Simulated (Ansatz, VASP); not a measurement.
## One calculation of ZnCd2SeS2, two programs

```
Zn Cd Se S
1.0
    -2.06885    6.17949    2.94412
     2.06885   -6.17949    2.94412
     2.06885    6.17949   -2.94412
Zn Cd Se S
1 2 1 2
Direct
  0.98431 0.98431 0.00000
  0.33929 0.00751 0.33177
  0.67574 0.00751 0.66823
  0.22248 0.72248 0.50000
  0.60477 0.76409 0.84068
  0.92341 0.76409 0.15932
```

Alike in both runs: functional PBE; k mesh 8 × 8 × 8; occupations gaussian, width 0.02 eV; no spin polarisation.

Ansatz relaxed the structure, and its values are those at the end. VASP's run is a single point on that final structure, the one shown.

|  | VASP | Ansatz |
| --- | --- | --- |
| version | VASP 6.6.1 | Ansatz 0.2.0 |
| potentials or method | VASP PAW PBE potentials, release 64 (Zn, Cd, Se, S), cutoff 520 eV | scalar-relativistic, plane waves, PAW |
| valence electrons in the cell | 54 | 80 |

VASP gave:

```
gap on the k mesh at the Fermi level (eV) : 1.03
least direct gap on the mesh (eV)         : 1.03
pressure (GPa)                            : 0.3
rms of the force components (eV/Å)        : 0.008
```

Q: What did Ansatz give for the same quantities?

A: gap on the k mesh at the Fermi level (eV): 1.03; least direct gap on the mesh (eV): 1.03; pressure (GPa): 0.0; rms of the force components (eV/Å): 0.002.

The functional is the same, so the differences come from potentials, cutoffs and numerics. VASP's potentials hold 54 valence electrons a cell and Ansatz's 80, so a difference there can come from the potentials and not from the codes.
